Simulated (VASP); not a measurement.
# Al2Cu (P4/mmm) in VASP: notebook

The runs below take Al2Cu through single point, relaxation of cell and atoms, with PBEsol.

Everything below comes from runs of VASP 6.6.1. Logs are shortened: lines on timing, memory, paths and dates and some standing lists are left out, and cuts for length are marked.

### 1 The cell of the first run

It takes space group P4/mmm (No. 123, tetragonal). The conventional cell has a = 4.043 Å, b = 4.043 Å, c = 2.906 Å, α = 90.00°, β = 90.00°, γ = 90.00°. Within 3.3 Å of Al (site symmetry mmm) lie 4 Cu at 2.49 Å and 6 Al at 2.86 to 2.91 Å. Within 3.3 Å of Cu (site symmetry 4/mmm) lie 8 Al at 2.49 Å and 2 Cu at 2.91 Å.

### 2 Single point, PBEsol

Input file INCAR:

```
SYSTEM = Al2Cu
ALGO = Normal
EDIFF = 1E-6
ENCUT = 600
GGA = PS
GGA_COMPAT = .False.
ISIF = 2
ISMEAR = 0
LASPH = .True.
LCHARG = .False.
LREAL = .False.
LWAVE = .False.
NBANDS = 16
NELM = 120
PREC = Accurate
SIGMA = 0.05
```

Input file KPOINTS:

```
k-points
0
Gamma
  4 4 6
  0 0 0
```

Input file POSCAR:

```
Al2Cu
1.0
    4.0426000117      0.0000000000      0.0000000000
    0.0000000000      4.0426000117      0.0000000000
    0.0000000000      0.0000000000      2.9063599030
Al Cu
2 1
Direct
    0.5000000000      0.0000000000      0.5000000000
    0.0000000000      0.5000000000      0.5000000000
    0.0000000000      0.0000000000      0.0000000000
```

Potentials or basis: VASP PAW PBE potentials, release 64 (Al, Cu).

Launch:

```bash
cat potpaw_PBE.64/Al/POTCAR potpaw_PBE.64/Cu/POTCAR > POTCAR
mpirun -np 1 vasp_std > vasp.out
```

OUTCAR:

```text
SYSTEM = Al2Cu
   EDIFF = 1E-6
   ENCUT = 600
   GGA = PS
   ISIF = 2
   ISMEAR = 0
   LASPH = .True.
   LREAL = .False.
   NELM = 120
   PREC = Accurate

 ion  position               nearest neighbor table
   1  0.500  0.000  0.500-   3 2.49   3 2.49   3 2.49   3 2.49   2 2.86   2 2.86   2 2.86   2 2.86

   2  0.000  0.500  0.500-   3 2.49   3 2.49   3 2.49   3 2.49   1 2.86   1 2.86   1 2.86   1 2.86

   3  0.000  0.000  0.000-   1 2.49   2 2.49   1 2.49   2 2.49   2 2.49   2 2.49   1 2.49   1 2.49

  LATTYP: Found a simple tetragonal cell.
 ALAT       =     4.0426000117
 C/A-ratio  =     0.7189333336

  Lattice vectors:

 A1 = (   4.0426000117,   0.0000000000,   0.0000000000)
 A2 = (   0.0000000000,   4.0426000117,   0.0000000000)
 A3 = (   0.0000000000,   0.0000000000,   2.9063599030)

Analysis of symmetry for initial positions (statically):
=====================================================================
 Subroutine PRICEL returns:
 Original cell was already a primitive cell.

 Routine SETGRP: Setting up the symmetry group for a
 simple tetragonal supercell.

 Subroutine GETGRP returns: Found 16 space group operations
 (whereof 16 operations were pure point group operations)
 out of a pool of 16 trial point group operations.

The static configuration has the point symmetry D_4h.

Analysis of symmetry for dynamics (positions and initial velocities):
=====================================================================
 Subroutine PRICEL returns:
 Original cell was already a primitive cell.

 Routine SETGRP: Setting up the symmetry group for a
 simple tetragonal supercell.

 Subroutine GETGRP returns: Found 16 space group operations
 (whereof 16 operations were pure point group operations)
 out of a pool of 16 trial point group operations.

The dynamic configuration has the point symmetry D_4h.

 Subroutine INISYM returns: Found 16 space group operations
 (whereof 16 operations are pure point group operations),
 and found     1 'primitive' translations

----------------------------------------------------------------------------------------

                                     Primitive cell

  volume of cell :      47.4975

  direct lattice vectors                    reciprocal lattice vectors
     4.042600012  0.000000000  0.000000000     0.247365556  0.000000000  0.000000000
     0.000000000  4.042600012  0.000000000     0.000000000  0.247365556  0.000000000
     0.000000000  0.000000000  2.906359903     0.000000000  0.000000000  0.344073010

  length of vectors
     4.042600012  4.042600012  2.906359903     0.247365556  0.247365556  0.344073010

  position of ions in fractional coordinates (direct lattice)
     0.500000000  0.000000000  0.500000000
     0.000000000  0.500000000  0.500000000
     0.000000000  0.000000000  0.000000000

  ion indices of the primitive-cell ions
   primitive index   ion index
                 1           1
                 2           2
                 3           3

----------------------------------------------------------------------------------------

 KPOINTS: k-points

Automatic generation of k-mesh.
 Grid dimensions read from file:
 generate k-points for:    4    4    6

 Generating k-lattice:

  Cartesian coordinates                     Fractional coordinates (reciprocal lattice)
     0.061841389  0.000000000  0.000000000     0.250000000  0.000000000  0.000000000
     0.000000000  0.061841389  0.000000000     0.000000000  0.250000000  0.000000000
     0.000000000  0.000000000  0.057345502     0.000000000  0.000000000  0.166666667

  Length of vectors
     0.061841389  0.061841389  0.057345502

  Shift w.r.t. Gamma in fractional coordinates (k-lattice)
     0.000000000  0.000000000  0.000000000

 Subroutine IBZKPT returns following result:
 ===========================================

 Found     24 irreducible k-points:

 Following reciprocal coordinates:
            Coordinates               Weight
  0.000000  0.000000  0.000000      1.000000
  0.250000  0.000000  0.000000      4.000000
  0.500000  0.000000  0.000000      2.000000
  0.250000  0.250000  0.000000      4.000000
  0.500000  0.250000  0.000000      4.000000
  0.500000  0.500000  0.000000      1.000000
[... 16 lines left out ...]
  0.500000  0.250000  0.500000      4.000000
  0.500000  0.500000  0.500000      1.000000
   k-points           NKPTS =     24   k-points in BZ     NKDIM =     24   number of bands    NBANDS=     16
   number of dos      NEDOS =    301   number of ions     NIONS =      3
   total plane-waves  NPLWV =  24576
   dimension x,y,z NGX =    32 NGY =   32 NGZ =   24
   dimension x,y,z NGXF=    64 NGYF=   64 NGZF=   48
   ions per type =               2   1
   NGX,Y,Z   is equivalent  to a cutoff of  13.16, 13.16, 13.73 a.u.
   NGXF,Y,Z  is equivalent  to a cutoff of  26.32, 26.32, 27.46 a.u.
 SYSTEM =  Al2Cu
   PREC   = accura    normal or accurate (medium, high low for compatibility)
   ISTART =      0    job   : 0-new  1-cont  2-samecut
   ICHARG =      2    charge: 1-file 2-atom 10-const
   ISPIN  =      1    spin polarized calculation?
   LNONCOLLINEAR =      F non collinear calculations
   LSORBIT =      F    spin-orbit coupling
   LASPH  =      T    aspherical Exc in radial PAW
   ENCUT  =  600.0 eV  44.10 Ry    6.64 a.u.   8.07  8.07  5.80*2*pi/ulx,y,z
   NELM   =    120;   NELMIN=  2; NELMDL= -5     # of ELM steps
   EDIFF  = 0.1E-05   stopping-criterion for ELM
   LREAL  =      F    real-space projection
   EDIFFG = 0.1E-04   stopping-criterion for IOM
   NSW    =      0    number of steps for IOM
   IBRION =     -1    ionic relax: 0-MD 1-quasi-New 2-CG
   NFREE  =      0    steps in history (QN), initial steepest desc. (CG)
   ISIF   =      2    stress and relaxation
   ISYM   =      2    0-nonsym 1-usesym 2-fastsym
   POTIM  = 0.5000    time-step for ionic-motion
   TEBEG  =    0.0;   TEEND  =   0.0 temperature during run
   PSTRESS=    0.0 pullay stress
   NELECT =      17.0000    total number of electrons
   NUPDOWN=      -1.0000    fix difference up-down
   EMIN   =  10.00;   EMAX   =-10.00  energy-range for DOS
   EFERMI =   0.00;   METHOD = LEGACY
   ISMEAR =     0;   SIGMA  =   0.05  broadening in eV -4-tet -1-fermi 0-gaus
   EFERMI_NEDOS =   21; number of points for ismear=-14 and -15
   IALGO  =     38    algorithm
   IMIX   =      4    mixing-type and parameters
     AMIX     =   0.40;   BMIX     =  1.00
     AMIX_MAG =   1.60;   BMIX_MAG =  1.00
  volume/ion in A,a.u.               =      15.83       106.84
  Fermi-wavevector in a.u.,A,eV,Ry     =   1.162343  2.196509 18.382020  1.351040
  Thomas-Fermi vector in A             =   2.298905
   LORBIT       =      0    0 simple, 1 ext, 2 COOP (PROOUT), +10 PAW based schemes
   GGA     = PS    functional components
   LHFCALC =     F    Hartree Fock is set to
   AEXX    =    0.0000 exact exchange contribution
   IVDW    =     0    specifies the selected vdW correction
   LEPSILON=     F    determine dielectric tensor
   LRPA    =     F    only Hartree local field effects (RPA)
 non-spin polarized calculation
 Gauss-broadening in eV      SIGMA  =   0.05
  energy-cutoff  :      600.00
  volume of cell :       47.50
 maximum number of plane-waves:      1612
   NGX = 17   NGY = 17   NGZ = 11

 number of electron      16.9999991 magnetization

 Free energy of the ion-electron system (eV)
  ---------------------------------------------------
  ext. energy  EPLUGINS =         0.00000000
  ---------------------------------------------------
  free energy    TOTEN  =       -12.54438202 eV

  energy without entropy =      -12.54437692  energy(sigma->0) =      -12.54437947

 E-fermi :   7.3611     XC(G=0): -10.5931

 val. band max:        7.2445248406   @ k =   0.5000   0.5000   0.5000
 cond. band min:       7.4726293427   @ k =   0.0000   0.0000   0.0000
 fundamental gap:      0.2281045020
 Fermi energy:         7.3611299403

 k-point     1 :       0.0000    0.0000    0.0000
  band No.  band energies     occupation
      1      -3.3678      2.00000
      2       1.8485      2.00000
      3       2.3134      2.00000
      4       2.9822      2.00000
      5       3.1391      2.00000
      6       3.1391      2.00000
[... 8 lines left out ...]
     15      14.5400      0.00000
     16      19.6772      0.00000

 k-point     2 :       0.2500    0.0000    0.0000
  band No.  band energies     occupation
      1      -2.8345      2.00000
      2       1.2703      2.00000
      3       2.2404      2.00000
      4       2.8629      2.00000
      5       3.1198      2.00000
      6       3.1420      2.00000
[... 8 lines left out ...]
     15      17.9877      0.00000
     16      18.7022      0.00000

 k-point     3 :       0.5000    0.0000    0.0000
  band No.  band energies     occupation
      1      -1.7619      2.00000
      2      -0.3793      2.00000
      3       2.2589      2.00000
      4       2.7686      2.00000
      5       2.9308      2.00000
      6       3.1009      2.00000
[... 8 lines left out ...]
     15      16.7049      0.00000
     16      18.2536      0.00000

 k-point     4 :       0.2500    0.2500    0.0000
  band No.  band energies     occupation
      1      -2.2986      2.00000
      2       1.4158      2.00000
      3       1.8703      2.00000
      4       2.6693      2.00000
      5       3.1226      2.00000
      6       3.1244      2.00000
[... 8 lines left out ...]
     15      18.0466      0.00000
     16      18.5704      0.00000

 k-point     5 :       0.5000    0.2500    0.0000
  band No.  band energies     occupation
      1      -1.2002      2.00000
      2       0.0546      2.00000
      3       2.0818      2.00000
      4       2.5157      2.00000
      5       2.9290      2.00000
      6       3.1053      2.00000
[... 8 lines left out ...]
     15      16.9399      0.00000
     16      18.5866      0.00000

 k-point     6 :       0.5000    0.5000    0.0000
  band No.  band energies     occupation
      1       0.0593      2.00000
      2       0.8732      2.00000
      3       0.8732      2.00000
      4       1.8165      2.00000
      5       2.8747      2.00000
      6       3.0703      2.00000
[... 8 lines left out ...]
     15      17.7198      0.00000
     16      17.9701      0.00000

 k-point     7 :       0.0000    0.0000    0.1667
  band No.  band energies     occupation
      1      -2.8712      2.00000
      2       1.9946      2.00000
      3       2.4734      2.00000
      4       2.7861      2.00000
      5       2.7861      2.00000
      6       3.0249      2.00000
[... 8 lines left out ...]
     15      16.8704      0.00000
     16      17.4674      0.00000

 k-point     8 :       0.2500    0.0000    0.1667
  band No.  band energies     occupation
      1      -2.3419      2.00000
      2       1.5043      2.00000
      3       2.4000      2.00000
      4       2.7935      2.00000
      5       2.8021      2.00000
      6       2.9446      2.00000
[... 8 lines left out ...]
     15      17.8556      0.00000
     16      18.6445      0.00000

 k-point     9 :       0.5000    0.0000    0.1667
  band No.  band energies     occupation
      1      -1.2603      2.00000
      2      -0.0163      2.00000
      3       2.4005      2.00000
      4       2.8429      2.00000
      5       2.8487      2.00000
      6       2.9791      2.00000
[... 8 lines left out ...]
     15      17.6569      0.00000
     16      18.9245      0.00000
[... 172 lines left out ...]
 k-point    19 :       0.0000    0.0000    0.5000
  band No.  band energies     occupation
      1       0.5507      2.00000
      2       1.1125      2.00000
      3       2.1863      2.00000
      4       2.1863      2.00000
      5       2.4399      2.00000
      6       3.1544      2.00000
[... 8 lines left out ...]
     15      14.7608      0.00000
     16      15.9593      0.00000

 k-point    20 :       0.2500    0.0000    0.5000
  band No.  band energies     occupation
      1       0.8736      2.00000
      2       1.5633      2.00000
      3       2.1684      2.00000
      4       2.2188      2.00000
      5       2.5531      2.00000
      6       3.1090      2.00000
[... 8 lines left out ...]
     15      14.6946      0.00000
     16      15.9398      0.00000

 k-point    21 :       0.5000    0.0000    0.5000
  band No.  band energies     occupation
      1       1.2986      2.00000
      2       2.0633      2.00000
      3       2.1581      2.00000
      4       2.2517      2.00000
      5       3.0652      2.00000
      6       3.1080      2.00000
[... 8 lines left out ...]
     15      14.0612      0.00000
     16      14.0902      0.00000

 k-point    22 :       0.2500    0.2500    0.5000
  band No.  band energies     occupation
      1       1.1314      2.00000
      2       1.9154      2.00000
      3       2.0460      2.00000
      4       2.6227      2.00000
      5       2.6275      2.00000
      6       3.0470      2.00000
[... 8 lines left out ...]
     15      15.4167      0.00000
     16      15.4224      0.00000

 k-point    23 :       0.5000    0.2500    0.5000
  band No.  band energies     occupation
      1       1.4607      2.00000
      2       1.7671      2.00000
      3       2.5067      2.00000
      4       2.9634      2.00000
      5       3.0139      2.00000
      6       3.1313      2.00000
[... 8 lines left out ...]
     15      17.2024      0.00000
     16      17.5028      0.00000

 k-point    24 :       0.5000    0.5000    0.5000
  band No.  band energies     occupation
      1       1.6382      2.00000
      2       1.6382      2.00000
      3       2.8910      2.00000
      4       2.9745      2.00000
      5       3.3321      2.00000
      6       3.6817      2.00000
[... 8 lines left out ...]
     15      20.8056      0.00000
     16      21.9613      0.00000

------------------------ aborting loop because EDIFF is reached ----------------------------------------

  FORCE on cell =-STRESS in cart. coord.  units (eV):
  Direction    XX          YY          ZZ          XY          YZ          ZX
  --------------------------------------------------------------------------------------
  -------------------------------------------------------------------------------------
  Total        0.0877254      0.0877254      0.1045637      0.0000000      0.0000000      0.0000000
  in kB        2.9591375      2.9591375      3.5271234      0.0000000      0.0000000      0.0000000
  external PRESSURE =       3.1484661 kB  Pullay stress =       0.0000000 kB

 VOLUME and BASIS-vectors are now :
 -----------------------------------------------------------------------------
  energy-cutoff  :      600.00
  volume of cell :       47.50
      direct lattice vectors                 reciprocal lattice vectors
     4.042600012  0.000000000  0.000000000     0.247365556  0.000000000  0.000000000
     0.000000000  4.042600012  0.000000000     0.000000000  0.247365556  0.000000000
     0.000000000  0.000000000  2.906359903     0.000000000  0.000000000  0.344073010

 POSITION                                       TOTAL-FORCE (eV/Angst)
 -----------------------------------------------------------------------------------
      2.02130      0.00000      1.45318         0.000000      0.000000      0.000000
      0.00000      2.02130      1.45318         0.000000      0.000000      0.000000
      0.00000      0.00000      0.00000         0.000000      0.000000      0.000000
 -----------------------------------------------------------------------------------
    total drift:                                0.000000     -0.000000      0.000000

  FREE ENERGIE OF THE ION-ELECTRON SYSTEM (eV)
  ---------------------------------------------------
  free  energy   TOTEN  =       -12.5443820217 eV

  energy  without entropy=      -12.5443769207  energy(sigma->0) =      -12.54437947
```

Wall time 25 s (1 thread of Intel Xeon 8259CL, shared host); peak memory 0.17 GiB.

What came out:

```
Free energy            : -12.5444 eV
Pressure               : 0.3 GPa
Band gap on the k mesh : zero (an odd number of electrons rules out a gap without spin polarisation)
```

Caveat: the k points lie up to 0.39 Å⁻¹ apart, too coarse for converged energies and pressures of a metal; the PAW data sets were made with another functional, which shifts forces and pressure a little.

[end of part 1 of 2]
